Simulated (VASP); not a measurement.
# BeZn2TeS2 (P-4m2) in VASP: relaxation of cell and atoms with PBE

Aim: the relaxation of cell and atoms of BeZn2TeS2 with PBE.

All numbers are computed with VASP 6.6.1; they aren't measurements. Logs are shortened: lines on timing, memory, paths and dates and some standing lists are left out, and cuts for length are marked.

## (1) The cell of the first run

It takes space group P-4m2 (No. 115, tetragonal). The conventional cell has a = 3.827 Å, b = 3.827 Å, c = 11.136 Å, α = 90.00°, β = 90.00°, γ = 90.00°. Be (site symmetry -4m2) has 4 S at 2.30 Å and 4 Zn at 2.71 Å within 3.0 Å. Within 3.0 Å of Zn (site symmetry -4m2) lie 4 S at 2.30 Å and 4 Be at 2.71 Å. Within 3.6 Å of Zn (site symmetry -4m2) lie 4 Te at 2.71 Å. Within 3.6 Å of Te (site symmetry -4m2) lie 4 Zn at 2.71 Å. Within 3.0 Å of S (site symmetry 2mm) lie 2 Be at 2.30 Å and 2 Zn at 2.30 Å.

The cell was generated, and may not be a known phase.

## (2) Relaxation of cell and atoms, PBE

The input, INCAR:

```
SYSTEM = BeZn2TeS2
PREC = Accurate ; ENCUT = 600
EDIFF = 1E-6 ; ISMEAR = 0
SIGMA = 0.1 ; LREAL = .FALSE.
LASPH = .TRUE. ; NELM = 100
ALGO = Normal ; ISIF = 3
LWAVE = .FALSE. ; LCHARG = .FALSE.
GGA = PE ; IBRION = 2
NSW = 100 ; EDIFFG = -0.01
```

The input, KPOINTS:

```
regular mesh
0
G
  10 10 4
  0 0 0
```

The input, POSCAR:

```
BeZn2TeS2
1.0
    3.8269207325      0.0000000000      0.0000000000
    0.0000000000      3.8269207325      0.0000000000
    0.0000000000      0.0000000000     11.1360326476
Be Zn Te S
1 2 1 2
Direct
    0.0000000000      0.0000000000      0.0000000000
    0.5000000000      0.5000000000      0.0000000000
    0.0000000000      0.0000000000      0.5000000000
    0.5000000000      0.5000000000      0.5000000000
    0.5000000000      0.0000000000      0.8858198180
    0.0000000000      0.5000000000      0.1141801820
```

Potentials or basis: VASP PAW PBE potentials, release 64 (Be, Zn, Te, S).

Run with:

```
$ cat potpaw_PBE.64/Be/POTCAR potpaw_PBE.64/Zn/POTCAR potpaw_PBE.64/Te/POTCAR potpaw_PBE.64/S/POTCAR > POTCAR
$ mpirun -np 1 vasp_std > vasp.out
```

OUTCAR:

```text
SYSTEM = BeZn2TeS2
   PREC = Accurate
   ENCUT = 600
   EDIFF = 1E-6
   ISMEAR = 0
   LREAL = .FALSE.
   LASPH = .TRUE.
   NELM = 100
   ISIF = 3
   GGA = PE
   IBRION = 2
   NSW = 100
   EDIFFG = -0.01

 ion  position               nearest neighbor table
   1  0.000  0.000  0.000-   5 2.30   6 2.30   6 2.30   5 2.30   2 2.71   2 2.71   2 2.71   2 2.71

   2  0.500  0.500  0.000-   5 2.30   6 2.30   5 2.30   6 2.30   1 2.71   1 2.71   1 2.71   1 2.71

   3  0.000  0.000  0.500-   4 2.71   4 2.71   4 2.71   4 2.71
   4  0.500  0.500  0.500-   3 2.71   3 2.71   3 2.71   3 2.71
   5  0.500  0.000  0.886-   1 2.30   2 2.30   2 2.30   1 2.30
   6  0.000  0.500  0.114-   1 2.30   2 2.30   1 2.30   2 2.30

  LATTYP: Found a simple tetragonal cell.
 ALAT       =     3.8269207325
 C/A-ratio  =     2.9099198614

  Lattice vectors:

 A1 = (   3.8269207325,   0.0000000000,   0.0000000000)
 A2 = (   0.0000000000,   3.8269207325,   0.0000000000)
 A3 = (   0.0000000000,   0.0000000000,  11.1360326476)

Analysis of symmetry for initial positions (statically):
=====================================================================
 Subroutine PRICEL returns:
 Original cell was already a primitive cell.

 Routine SETGRP: Setting up the symmetry group for a
 simple tetragonal supercell.

 Subroutine GETGRP returns: Found  8 space group operations
 (whereof  8 operations were pure point group operations)
 out of a pool of 16 trial point group operations.

The static configuration has the point symmetry D_2d.

Analysis of symmetry for dynamics (positions and initial velocities):
=====================================================================
 Subroutine PRICEL returns:
 Original cell was already a primitive cell.

 Routine SETGRP: Setting up the symmetry group for a
 simple tetragonal supercell.

 Subroutine GETGRP returns: Found  8 space group operations
 (whereof  8 operations were pure point group operations)
 out of a pool of 16 trial point group operations.

The dynamic configuration has the point symmetry D_2d.

 Subroutine INISYM returns: Found  8 space group operations
 (whereof  8 operations are pure point group operations),
 and found     1 'primitive' translations

----------------------------------------------------------------------------------------

                                     Primitive cell

  volume of cell :     163.0908

[... 104 lines left out ...]
   POTIM  = 0.5000    time-step for ionic-motion
   TEBEG  =    0.0;   TEEND  =   0.0 temperature during run
   PSTRESS=    0.0 pullay stress
   NELECT =      44.0000    total number of electrons
   NUPDOWN=      -1.0000    fix difference up-down
   EMIN   =  10.00;   EMAX   =-10.00  energy-range for DOS
   EFERMI =   0.00;   METHOD = LEGACY
   ISMEAR =     0;   SIGMA  =   0.10  broadening in eV -4-tet -1-fermi 0-gaus
   EFERMI_NEDOS =   21; number of points for ismear=-14 and -15
   IALGO  =     38    algorithm
   IMIX   =      4    mixing-type and parameters
     AMIX     =   0.40;   BMIX     =  1.00
     AMIX_MAG =   1.60;   BMIX_MAG =  1.00
  volume/ion in A,a.u.               =      27.18       183.43
  Fermi-wavevector in a.u.,A,eV,Ry     =   1.057830  1.999009 15.224980  1.119004
  Thomas-Fermi vector in A             =   2.193117
   LORBIT       =      0    0 simple, 1 ext, 2 COOP (PROOUT), +10 PAW based schemes
   GGA     = PE    functional components
   LHFCALC =     F    Hartree Fock is set to
   AEXX    =    0.0000 exact exchange contribution
   IVDW    =     0    specifies the selected vdW correction
   LEPSILON=     F    determine dielectric tensor
   LRPA    =     F    only Hartree local field effects (RPA)
 conjugate gradient relaxation of ions
 non-spin polarized calculation
 Gauss-broadening in eV      SIGMA  =   0.10
  energy-cutoff  :      600.00
  volume of cell :      163.09
 maximum number of plane-waves:      5474
 NGX is ok and might be reduce to    32
   NGX = 15   NGY = 15   NGZ = 45

--------------------------------------- Ionic step        1  -------------------------------------------

 number of electron      44.0000003 magnetization

 Free energy of the ion-electron system (eV)
  ---------------------------------------------------
  ext. energy  EPLUGINS =         0.00000000
  ---------------------------------------------------
  free energy    TOTEN  =       -19.81359797 eV

  energy without entropy =      -19.81100413  energy(sigma->0) =      -19.81230105

------------------------ aborting loop because EDIFF is reached ----------------------------------------

  FORCE on cell =-STRESS in cart. coord.  units (eV):
  Direction    XX          YY          ZZ          XY          YZ          ZX
  --------------------------------------------------------------------------------------
  -------------------------------------------------------------------------------------
  Total       -0.1799610     -0.1799610      0.2389279      0.0000000      0.0000000      0.0000000
  in kB       -1.7679079     -1.7679079      2.3471891      0.0000000      0.0000000      0.0000000
  external PRESSURE =      -0.3962089 kB  Pullay stress =       0.0000000 kB
[... 267 lines left out ...]
--------------------------------------- Ionic step        8  -------------------------------------------

 number of electron      44.0000009 magnetization

 Free energy of the ion-electron system (eV)
  ---------------------------------------------------
  ext. energy  EPLUGINS =         0.00000000
  ---------------------------------------------------
  free energy    TOTEN  =       -19.81559070 eV

  energy without entropy =      -19.81305462  energy(sigma->0) =      -19.81432266

 E-fermi :   1.6352     XC(G=0):  -7.8333

 val. band max:        1.4576921180   @ k =   0.5000   0.3000   0.5000
 cond. band min:       1.6945723397   @ k =   0.3000   0.0000   0.0000
 fundamental gap:      0.2368802217
 Fermi energy:         1.6351553459

 k-point     1 :       0.0000    0.0000    0.0000
  band No.  band energies     occupation
      1     -12.6254      2.00000
      2     -11.3950      2.00000
      3     -10.0470      2.00000
      4      -5.9987      2.00000
      5      -5.9987      2.00000
      6      -5.8622      2.00000
[... 685 lines left out ...]
     25       4.8102      0.00000
     26       5.4023      0.00000

 [... further k-points ...]

------------------------ aborting loop because EDIFF is reached ----------------------------------------

  FORCE on cell =-STRESS in cart. coord.  units (eV):
  Direction    XX          YY          ZZ          XY          YZ          ZX
  --------------------------------------------------------------------------------------
  -------------------------------------------------------------------------------------
  Total       -0.0598373     -0.0598373      0.0569175      0.0000000      0.0000000     -0.0000000
  in kB       -0.5829305     -0.5829305      0.5544862      0.0000000      0.0000000     -0.0000000
  external PRESSURE =      -0.2037916 kB  Pullay stress =       0.0000000 kB
[... 21 lines left out ...]
  FREE ENERGIE OF THE ION-ELECTRON SYSTEM (eV)
  ---------------------------------------------------
  free  energy   TOTEN  =       -19.8155906992 eV

  energy  without entropy=      -19.8130546200  energy(sigma->0) =      -19.81432266

 reached required accuracy - stopping structural energy minimisation
```

It took 14 min on 1 thread of Intel Xeon Platinum 8488C (Sapphire Rapids), shared host; peak memory 0.56 GiB.

What came out:

```yaml
Free_energy: -19.8156 eV
Relaxed_volume: 27.41 Å³/atom
Relaxed_cell: a = 3.819 Å, b = 3.819 Å, c = 11.274 Å, α = 90.00°, β = 90.00°, γ = 90.00°
Space_group_after_relaxing_to_0.1_Å: P-4m2 (No. 115)
Energy_gained_by_relaxing: 0.3 meV/atom
Ionic_steps: 8
Pressure_after_relaxing: 0.0 GPa
Band_gap_on_the_k_mesh: zero (bands 22 and 23 overlap by 1.26 eV)
```

The path:
| step | energy change (eV) | largest force (eV/Å) | pressure (GPa) | volume (Å³) |
| --- | --- | --- | --- | --- |
| 1 | 0.0000 | 0.0551 | -0.04 | 163.09 |
| 2 | -0.0010 | 0.0276 | 0.02 | 162.93 |
| 3 | -0.0013 | 0.0003 | 0.08 | 162.77 |
| 4 | -0.0013 | 0.0294 | -0.01 | 163.12 |
| 5 | -0.0013 | 0.0255 | 0.00 | 163.07 |
| 6 | -0.0014 | 0.0227 | -0.02 | 163.21 |
| 7 | -0.0017 | 0.0150 | 0.01 | 163.63 |
| 8 | -0.0020 | 0.0006 | -0.02 | 164.46 |

Final structure:
```
Be Zn Te S
1.0
     3.81934    0.00000    0.00000
     0.00000    3.81934    0.00000
     0.00000    0.00000   11.27429
Be Zn Te S
1 2 1 2
Direct
  0.00000 0.00000 0.00000
  0.50000 0.50000 0.00000
  0.00000 0.00000 0.50000
  0.50000 0.50000 0.50000
  0.50000 0.00000 0.88643
  0.00000 0.50000 0.11357
```

Caveat: spin-orbit coupling is left out, which moves the levels of the heavy elements.

The gap in the log of VASP goes by the Fermi energy; the results here count the filled bands.